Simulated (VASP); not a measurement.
# LiMgB4 (P6/mmm) in VASP: a series of runs

The runs below take LiMgB4 through single point, relaxation of cell and atoms, with PBE.

All numbers are computed with VASP 6.6.1; they aren't measurements. Logs are shortened: lines on timing, memory, paths and dates and some standing lists are left out, and cuts for length are marked.

## (1) The cell of the first run

The structure is hexagonal, space group P6/mmm (No. 191). The conventional cell has a = 3.020 Å, b = 3.020 Å, c = 7.115 Å, α = 90.00°, β = 90.00°, γ = 120.00°. Within 3.3 Å of Li (site symmetry 6/mmm) lie 12 B at 2.48 Å and 6 Li at 3.02 Å. Within 3.3 Å of Mg (site symmetry 6/mmm) lie 12 B at 2.50 Å and 6 Mg at 3.02 Å. Within 2.3 Å of B (site symmetry 3m) lie 3 B at 1.74 Å.

## (2) Single point, PBE

Input file INCAR:

```
SYSTEM = LiMgB4
PREC     = Accurate       ! precision mode
ENCUT    = 520            ! plane-wave cutoff, eV
EDIFF    = 1E-7           ! SCF threshold, eV
ISMEAR   = 0              ! smearing method
SIGMA    = 0.1            ! smearing width, eV
LREAL    = .False.        ! projectors in reciprocal space
LASPH    = .True.         ! aspherical terms in the spheres
NELM     = 60             ! most SCF steps
ALGO     = Normal         ! electronic algorithm
ISIF     = 2              ! what is computed and relaxed
LWAVE    = .False.        ! write WAVECAR
LCHARG   = .False.        ! write CHGCAR
GGA      = PE             ! functional
NBANDS   = 18             ! bands
```

Input file KPOINTS:

```
regular mesh
0
Gamma
  6 6 4
  0 0 0
```

Input file POSCAR:

```
LiMgB4
1.0
    3.0195869544      0.0000000029      0.0000000000
   -1.5097934796      2.6150390100      0.0000000000
    0.0000000000      0.0000000000      7.1152015763
Li Mg B
1 1 4
Direct
    0.0000000000      0.0000000000      0.5000000000
    0.0000000000      0.0000000000      0.0000000000
    0.3333333333      0.6666666667      0.7484180477
    0.6666666667      0.3333333333      0.7484180477
    0.3333333333      0.6666666667      0.2515819523
    0.6666666667      0.3333333333      0.2515819523
```

Potentials or basis: VASP PAW PBE potentials, release 64 (Li_sv, Mg, B).

The run is started by

```sh
cat potpaw_PBE.64/Li_sv/POTCAR potpaw_PBE.64/Mg/POTCAR potpaw_PBE.64/B/POTCAR > POTCAR
mpirun -np 1 vasp_std > vasp.out
```

OUTCAR:

```text
SYSTEM = LiMgB4
   PREC = Accurate
   ENCUT = 520
   EDIFF = 1E-7
   ISMEAR = 0
   LREAL = .False.
   LASPH = .True.
   NELM = 60
   ISIF = 2
   GGA = PE

 ion  position               nearest neighbor table
   1  0.000  0.000  0.500-
   2  0.000  0.000  0.000-   3 2.50   4 2.50   5 2.50   6 2.50   3 2.50   5 2.50   4 2.50   6 2.50
                             4 2.50   6 2.50   3 2.50   5 2.50
   3  0.333  0.667  0.748-   4 1.74   4 1.74   4 1.74   2 2.50   2 2.50   2 2.50
   4  0.667  0.333  0.748-   3 1.74   3 1.74   3 1.74   2 2.50   2 2.50   2 2.50
   5  0.333  0.667  0.252-   6 1.74   6 1.74   6 1.74   2 2.50   2 2.50   2 2.50
   6  0.667  0.333  0.252-   5 1.74   5 1.74   5 1.74   2 2.50   2 2.50   2 2.50

  LATTYP: Found a hexagonal cell.
 ALAT       =     3.0195869544
 C/A-ratio  =     2.3563492901

  Lattice vectors:

 A1 = (   3.0195869544,   0.0000000029,   0.0000000000)
 A2 = (  -1.5097934796,   2.6150390100,   0.0000000000)
 A3 = (   0.0000000000,   0.0000000000,   7.1152015763)

Analysis of symmetry for initial positions (statically):
=====================================================================
 Subroutine PRICEL returns:
 Original cell was already a primitive cell.

 Routine SETGRP: Setting up the symmetry group for a
 hexagonal supercell.

 Subroutine GETGRP returns: Found 24 space group operations
 (whereof 24 operations were pure point group operations)
 out of a pool of 24 trial point group operations.

The static configuration has the point symmetry D_6h.

Analysis of symmetry for dynamics (positions and initial velocities):
=====================================================================
 Subroutine PRICEL returns:
 Original cell was already a primitive cell.

 Routine SETGRP: Setting up the symmetry group for a
 hexagonal supercell.

 Subroutine GETGRP returns: Found 24 space group operations
 (whereof 24 operations were pure point group operations)
 out of a pool of 24 trial point group operations.

The dynamic configuration has the point symmetry D_6h.

 Subroutine INISYM returns: Found 24 space group operations
 (whereof 24 operations are pure point group operations),
 and found     1 'primitive' translations

----------------------------------------------------------------------------------------

                                     Primitive cell

  volume of cell :      56.1840

  direct lattice vectors                    reciprocal lattice vectors
     3.019586954  0.000000003  0.000000000     0.331171122  0.191201737  0.000000000
    -1.509793480  2.615039010  0.000000000    -0.000000000  0.382403473  0.000000000
     0.000000000  0.000000000  7.115201576     0.000000000  0.000000000  0.140544156

  length of vectors
     3.019586954  3.019586954  7.115201576     0.382403473  0.382403473  0.140544156

  position of ions in fractional coordinates (direct lattice)
     0.000000000  0.000000000  0.500000000
     0.000000000  0.000000000  0.000000000
     0.333333333  0.666666667  0.748418048
     0.666666667  0.333333333  0.748418048
     0.333333333  0.666666667  0.251581952
     0.666666667  0.333333333  0.251581952

  ion indices of the primitive-cell ions
   primitive index   ion index
                 1           1
                 2           2
                 3           3
                 4           4
                 5           5
                 6           6

----------------------------------------------------------------------------------------

 KPOINTS: regular mesh

Automatic generation of k-mesh.
 Grid dimensions read from file:
 generate k-points for:    6    6    4

 Generating k-lattice:

  Cartesian coordinates                     Fractional coordinates (reciprocal lattice)
     0.055195187  0.031866956  0.000000000     0.166666667  0.000000000  0.000000000
    -0.000000000  0.063733912  0.000000000     0.000000000  0.166666667  0.000000000
     0.000000000  0.000000000  0.035136039     0.000000000  0.000000000  0.250000000

  Length of vectors
     0.063733912  0.063733912  0.035136039

  Shift w.r.t. Gamma in fractional coordinates (k-lattice)
     0.000000000  0.000000000  0.000000000

 Subroutine IBZKPT returns following result:
 ===========================================

 Found     21 irreducible k-points:

 Following reciprocal coordinates:
            Coordinates               Weight
  0.000000  0.000000  0.000000      1.000000
  0.166667 -0.000000  0.000000      6.000000
  0.333333 -0.000000  0.000000      6.000000
  0.500000 -0.000000  0.000000      3.000000
  0.166667  0.166667  0.000000      6.000000
  0.333333  0.166667  0.000000     12.000000
[... 13 lines left out ...]
  0.333333  0.166667  0.500000     12.000000
  0.333333  0.333333  0.500000      2.000000
   k-points           NKPTS =     21   k-points in BZ     NKDIM =     21   number of bands    NBANDS=     18
   number of dos      NEDOS =    301   number of ions     NIONS =      6
   total plane-waves  NPLWV =  31104
   dimension x,y,z NGX =    24 NGY =   24 NGZ =   54
   dimension x,y,z NGXF=    48 NGYF=   48 NGZF=  108
   ions per type =               1   1   4
   NGX,Y,Z   is equivalent  to a cutoff of  13.21, 13.21, 12.62 a.u.
   NGXF,Y,Z  is equivalent  to a cutoff of  26.43, 26.43, 25.23 a.u.
 SYSTEM =  LiMgB4
   PREC   = accura    normal or accurate (medium, high low for compatibility)
   ISTART =      0    job   : 0-new  1-cont  2-samecut
   ICHARG =      2    charge: 1-file 2-atom 10-const
   ISPIN  =      1    spin polarized calculation?
   LNONCOLLINEAR =      F non collinear calculations
   LSORBIT =      F    spin-orbit coupling
   LASPH  =      T    aspherical Exc in radial PAW
   ENCUT  =  520.0 eV  38.22 Ry    6.18 a.u.   5.61  5.61 13.23*2*pi/ulx,y,z
   NELM   =     60;   NELMIN=  2; NELMDL= -5     # of ELM steps
   EDIFF  = 0.1E-06   stopping-criterion for ELM
   LREAL  =      F    real-space projection
   EDIFFG = 0.1E-05   stopping-criterion for IOM
   NSW    =      0    number of steps for IOM
   IBRION =     -1    ionic relax: 0-MD 1-quasi-New 2-CG
   NFREE  =      0    steps in history (QN), initial steepest desc. (CG)
   ISIF   =      2    stress and relaxation
   ISYM   =      2    0-nonsym 1-usesym 2-fastsym
   POTIM  = 0.5000    time-step for ionic-motion
   TEBEG  =    0.0;   TEEND  =   0.0 temperature during run
   PSTRESS=    0.0 pullay stress
   NELECT =      17.0000    total number of electrons
   NUPDOWN=      -1.0000    fix difference up-down
   EMIN   =  10.00;   EMAX   =-10.00  energy-range for DOS
   EFERMI =   0.00;   METHOD = LEGACY
   ISMEAR =     0;   SIGMA  =   0.10  broadening in eV -4-tet -1-fermi 0-gaus
   EFERMI_NEDOS =   21; number of points for ismear=-14 and -15
   IALGO  =     38    algorithm
   IMIX   =      4    mixing-type and parameters
     AMIX     =   0.40;   BMIX     =  1.00
     AMIX_MAG =   1.60;   BMIX_MAG =  1.00
  volume/ion in A,a.u.               =       9.36        63.19
  Fermi-wavevector in a.u.,A,eV,Ry     =   1.099057  2.076916 16.434831  1.207926
  Thomas-Fermi vector in A             =   2.235445
   LORBIT       =      0    0 simple, 1 ext, 2 COOP (PROOUT), +10 PAW based schemes
   GGA     = PE    functional components
   LHFCALC =     F    Hartree Fock is set to
   AEXX    =    0.0000 exact exchange contribution
   IVDW    =     0    specifies the selected vdW correction
   LEPSILON=     F    determine dielectric tensor
   LRPA    =     F    only Hartree local field effects (RPA)
 non-spin polarized calculation
 Gauss-broadening in eV      SIGMA  =   0.10
  energy-cutoff  :      520.00
  volume of cell :       56.18
 maximum number of plane-waves:      1538
 NGX is ok and might be reduce to    24
   NGX = 11   NGY = 11   NGZ = 27

 number of electron      16.9999992 magnetization

 Free energy of the ion-electron system (eV)
  ---------------------------------------------------
  ext. energy  EPLUGINS =         0.00000000
  ---------------------------------------------------
  free energy    TOTEN  =       -30.63845871 eV

  energy without entropy =      -30.62587301  energy(sigma->0) =      -30.63216586

 E-fermi :   4.3723     XC(G=0): -10.5584

 val. band max:        4.3474320827   @ k =   0.1667  -0.0000   0.2500
 cond. band min:       4.3955177923   @ k =   0.5000  -0.0000   0.0000
 fundamental gap:      0.0480857097
 Fermi energy:         4.3723428454

 k-point     1 :       0.0000    0.0000    0.0000
  band No.  band energies     occupation
      1     -40.7241      2.00000
      2      -7.6018      2.00000
      3      -6.6207      2.00000
      4      -1.8915      2.00000
      5       1.6096      2.00000
      6       5.2556      0.00000
[... 10 lines left out ...]
     17      14.9102      0.00000
     18      15.4632      0.00000

 k-point     2 :       0.1667   -0.0000    0.0000
  band No.  band energies     occupation
      1     -40.7200      2.00000
      2      -7.1188      2.00000
      3      -6.1632      2.00000
      4      -1.3923      2.00000
      5       2.1244      2.00000
      6       3.2323      2.00000
[... 10 lines left out ...]
     17      14.8148      0.00000
     18      15.7959      0.00000

 k-point     3 :       0.3333   -0.0000    0.0000
  band No.  band energies     occupation
      1     -40.7121      2.00000
      2      -5.6955      2.00000
      3      -4.8036      2.00000
      4      -0.2089      2.00000
      5       0.0461      2.00000
      6       0.4171      2.00000
[... 10 lines left out ...]
     17      15.9501      0.00000
     18      16.7223      0.00000

 k-point     4 :       0.5000   -0.0000    0.0000
  band No.  band energies     occupation
      1     -40.7080      2.00000
      2      -3.7575      2.00000
      3      -2.9019      2.00000
      4      -2.8225      2.00000
      5      -2.2989      2.00000
      6       1.5029      2.00000
[... 10 lines left out ...]
     17      15.7467      0.00000
     18      16.9264      0.00000

 k-point     5 :       0.1667    0.1667    0.0000
  band No.  band energies     occupation
      1     -40.7140      2.00000
      2      -6.1652      2.00000
      3      -5.2547      2.00000
      4      -0.4179      2.00000
      5       1.3148      2.00000
      6       1.8987      2.00000
[... 10 lines left out ...]
     17      14.6892      0.00000
     18      15.7347      0.00000

 k-point     6 :       0.3333    0.1667    0.0000
  band No.  band energies     occupation
      1     -40.7080      2.00000
      2      -4.3292      2.00000
      3      -3.4797      2.00000
      4      -1.5383      2.00000
      5      -0.8597      2.00000
      6       1.1076      2.00000
[... 244 lines left out ...]
 k-point    18 :       0.5000   -0.0000    0.5000
  band No.  band energies     occupation
      1     -40.7080      2.00000
      2      -3.4683      2.00000
      3      -3.2546      2.00000
      4      -2.8276      2.00000
      5      -2.4032      2.00000
      6       2.7353      2.00000
[... 10 lines left out ...]
     17      15.2066      0.00000
     18      15.3421      0.00000

 k-point    19 :       0.1667    0.1667    0.5000
  band No.  band energies     occupation
      1     -40.7140      2.00000
      2      -6.0006      2.00000
      3      -5.5197      2.00000
      4       0.6533      2.00000
      5       1.4325      2.00000
      6       1.5144      2.00000
[... 10 lines left out ...]
     17      14.2089      0.00000
     18      14.2366      0.00000

 k-point    20 :       0.3333    0.1667    0.5000
  band No.  band energies     occupation
      1     -40.7080      2.00000
      2      -4.1243      2.00000
      3      -3.7867      2.00000
      4      -1.3593      2.00000
      5      -1.1100      2.00000
      6       1.2206      2.00000
[... 10 lines left out ...]
     17      14.0591      0.00000
     18      15.3210      0.00000

 k-point    21 :       0.3333    0.3333    0.5000
  band No.  band energies     occupation
      1     -40.7060      2.00000
      2      -2.1850      2.00000
      3      -2.1850      2.00000
      4      -1.9899      2.00000
      5      -1.9899      2.00000
      6      -0.9030      2.00000
[... 10 lines left out ...]
     17      14.5827      0.00000
     18      15.8136      0.00000

------------------------ aborting loop because EDIFF is reached ----------------------------------------

  FORCE on cell =-STRESS in cart. coord.  units (eV):
  Direction    XX          YY          ZZ          XY          YZ          ZX
  --------------------------------------------------------------------------------------
  -------------------------------------------------------------------------------------
  Total       -0.0330493     -0.0330493     -0.1049905     -0.0000000     -0.0000000      0.0000000
  in kB       -0.9424542     -0.9424542     -2.9939708     -0.0000000     -0.0000000      0.0000000
  external PRESSURE =      -1.6262931 kB  Pullay stress =       0.0000000 kB

 VOLUME and BASIS-vectors are now :
 -----------------------------------------------------------------------------
  energy-cutoff  :      520.00
  volume of cell :       56.18
      direct lattice vectors                 reciprocal lattice vectors
     3.019586954  0.000000003  0.000000000     0.331171122  0.191201737  0.000000000
    -1.509793480  2.615039010  0.000000000    -0.000000000  0.382403473  0.000000000
     0.000000000  0.000000000  7.115201576     0.000000000  0.000000000  0.140544156

 POSITION                                       TOTAL-FORCE (eV/Angst)
 -----------------------------------------------------------------------------------
      0.00000      0.00000      3.55760         0.000000     -0.000000      0.000000
      0.00000      0.00000      0.00000         0.000000     -0.000000      0.000000
     -0.00000      1.74336      5.32515        -0.000000     -0.000000      0.007160
      1.50979      0.87168      5.32515        -0.000000      0.000000      0.007160
     -0.00000      1.74336      1.79006         0.000000      0.000000     -0.007160
      1.50979      0.87168      1.79006         0.000000     -0.000000     -0.007160
 -----------------------------------------------------------------------------------
    total drift:                               -0.000000     -0.000000      0.000000

  FREE ENERGIE OF THE ION-ELECTRON SYSTEM (eV)
  ---------------------------------------------------
  free  energy   TOTEN  =       -30.6384587096 eV

  energy  without entropy=      -30.6258730099  energy(sigma->0) =      -30.63216586
```

It took 24 s on 1 thread of AMD EPYC 7R13 (Zen 3), shared host; peak memory 0.15 GiB.

What came out:

```
Free energy            : -30.6385 eV
Largest force          : 0.007 eV/Å
Band gap on the k mesh : zero (an odd number of electrons rules out a gap without spin polarisation)
```

Forces on the atoms (eV/Å):
```
Li   0.000  0.000  0.000
Mg   0.000  0.000  0.000
B    0.000  0.000  0.007
B    0.000  0.000  0.007
B    0.000  0.000 -0.007
B    0.000  0.000 -0.007
```

Levels at points of the mesh, in eV from the Fermi level:
| k point | band 5 | band 6 | band 7 | band 8 | band 9 | band 10 | band 11 | band 12 | band 13 | band 14 |
| --- | --- | --- | --- | --- | --- | --- | --- | --- | --- | --- |
| (0.00, 0.00, 0.00) | -2.76 | 0.88 | 0.88 | 1.15 | 1.15 | 2.85 | 7.14 | 7.14 | 7.69 | 7.69 |
| (0.50, 0.00, 0.00) | -6.67 | -2.87 | -1.77 | -1.47 | 0.02 | 0.82 | 3.47 | 5.22 | 5.70 | 6.65 |
| (0.00, 0.00, 0.50) | -4.23 | 0.97 | 0.97 | 1.06 | 1.06 | 5.14 | 7.28 | 7.28 | 7.51 | 7.51 |
| (0.50, 0.00, 0.50) | -6.78 | -1.64 | -1.61 | -1.36 | -1.27 | 0.65 | 2.11 | 5.82 | 6.43 | 8.80 |

Caveat: the k points lie up to 0.40 Å⁻¹ apart, too coarse for converged energies and pressures of a metal; the cutoff is under 1.25 times the usual one of these potentials, so pressure, stress and relaxed cells hold a basis-set (Pulay) error.

[end of part 1 of 2]

The gap in the log of VASP goes by the Fermi energy; the results here count the filled bands.